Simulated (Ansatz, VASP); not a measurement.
NaCl in VASP and in Ansatz

```xyz
2
Lattice="3.5022 0.0000 0.0000 0.0000 3.5022 0.0000 0.0000 0.0000 3.5022" Properties=species:S:1:pos:R:3 pbc="T T T"
Na    0.0000    0.0000    0.0000
Cl    1.7511    1.7511    1.7511
```

Alike in both runs: task single point; functional PBE; k mesh 4 × 4 × 4; occupations gaussian, width 0.1 eV; no spin polarisation.

|  | VASP | Ansatz |
| --- | --- | --- |
| version | VASP 6.6.1 | Ansatz 0.2.0 |
| potentials or method | VASP PAW PBE potentials, release 64 (Na_pv, Cl), cutoff 520 eV | scalar-relativistic, plane waves, PAW |
| valence electrons in the cell | 14 | 16 |

|  | VASP | Ansatz | Ansatz less VASP |
| --- | --- | --- | --- |
| gap on the k mesh at the Fermi level (eV) | 3.97 | 3.97 | 0.000 |
| least direct gap on the mesh (eV) | 4.46 | 4.46 | 0.000 |
| pressure (GPa) | 0.2 | 0.2 | +0.05 |

With one functional, cell and mesh, what is left measures potentials, basis and numerics. VASP's potentials hold 14 valence electrons a cell and Ansatz's 16, so a difference there can come from the potentials and not from the codes.

The k mesh is coarse, so the values compare programs but aren't converged.
